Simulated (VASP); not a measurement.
Write the native input for VASP 6.6.1 that does the following.

| Item | Value |
| --- | --- |
| Task | single point |
| Functional | PBE |
| Potentials or basis | VASP PAW PBE potentials, release 64 (In_d, P) |
| Cutoff | 520 eV |
| k mesh | 13 × 13 × 13 |
| Occupations | fermi-dirac, width 0.02 eV |
| Spin | no spin polarisation |
| Dipole correction | no |
| Further INCAR settings | ALGO = Normal; EDIFF = 1e-06; NBANDS = 16 |

The structure of InP lies in POSCAR:

```
InP
1.0
    0.0000000000      2.8744484981      2.8744484981
    2.8744484981      0.0000000000      2.8744484981
    2.8744484981      2.8744484981      0.0000000000
In P
1 1
Direct
    0.0000000000      0.0000000000      0.0000000000
    0.2500000000      0.2500000000      0.2500000000
```

This cell differs from its parent crystal: volume scaled by 0.94, then relaxed in part.

These files were run (other wordings do the same):

INCAR

```
PREC = Accurate ; ENCUT = 520
EDIFF = 1E-6 ; ISMEAR = -1
SIGMA = 0.02 ; LREAL = False
LASPH = True ; NELM = 100
ALGO = Normal ; ISIF = 2
LWAVE = False ; LCHARG = True
GGA = PE ; LELF = True
LVHAR = True ; NBANDS = 16
```

KPOINTS

```
regular mesh
0
Gamma
  13 13 13
```

Potentials or basis: VASP PAW PBE potentials, release 64 (In_d, P).

Command:

```console
$ cat potpaw_PBE.64/In_d/POTCAR potpaw_PBE.64/P/POTCAR > POTCAR
$ mpirun -np 1 vasp_std > vasp.out
```

Results of the run:

```yaml
Pressure: 8.2 GPa
Band_gap_on_the_k_mesh: 1.03 eV, direct
```

Caveat: spin-orbit coupling is left out, which moves the levels of the heavy elements.

Wall time 55 s on 1 thread of Intel(R) Xeon(R) Platinum 8259CL CPU @ 2.50GHz (Skylake/Cascade Lake), with other jobs on the host, peak memory 0.2 GiB.
